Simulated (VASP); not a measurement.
MnO:

```
CELL_PARAMETERS angstrom
3.37170 0.00000 0.00000
-1.68585 2.91998 0.00000
0.00000 0.00000 5.38550
ATOMIC_POSITIONS crystal
Mn 0.33333 0.66667 0.01096
Mn 0.66667 0.33333 0.51096
O 0.33333 0.66667 0.37547
O 0.66667 0.33333 0.87547
```

| Item | Value |
| --- | --- |
| Program | VASP 6.6.1 |
| Task | relaxation of cell and atoms |
| Functional | PBE |
| Potentials or basis | VASP PAW PBE potentials, release 64 (Mn_pv, O) |
| Cutoff | 600 eV |
| k mesh | 6 × 6 × 4 |
| Occupations | gaussian, width 0.1 eV |
| Spin | collinear spin, ferromagnetic start |
| Starting moments | [4.22, 4.22, 0.25, 0.25] μB |

At the start: pressure 6.4 GPa; volume 13.26 Å³/atom.

Problem. Where does the relaxation end?

Solution. Over 10 steps the energy falls by 25.7 meV/atom and the volume is 13.88 Å³/atom (+4.7 %); space group P6_3mc (No. 186, to 0.05 Å); moment 9.99 μB per cell.

Step by step:
```tsv
step	energy change (eV)	largest force (eV/Å)	pressure (GPa)	volume (Å³)
1	0.0000	0.6524	6.40	53.02
2	-0.0727	0.0309	-3.25	57.17
3	-0.0927	0.1155	-0.53	55.72
4	-0.0927	0.1231	-0.41	55.66
5	-0.0951	0.0758	0.13	55.40
6	-0.0957	0.0338	0.63	55.16
7	-0.0975	0.0174	0.43	55.26
8	-0.1006	0.0284	-0.20	55.56
9	-0.1009	0.0445	-0.44	55.67
10	-0.1029	0.0147	-0.17	55.51
```

Final structure:
```
Mn O
1.0
     3.43265    0.00000    0.00000
    -1.71632    2.97276    0.00000
     0.00000    0.00000    5.43940
Mn O
2 2
Direct
  0.33333 0.66667 0.00028
  0.66667 0.33333 0.50028
  0.33333 0.66667 0.38615
  0.66667 0.33333 0.88615
```

Caveat: only a ferromagnetic start was run, and an antiferromagnetic order may lie lower in energy; the relaxation stopped at a loose force limit of 0.05 eV/Å, so its end isn't a converged minimum.
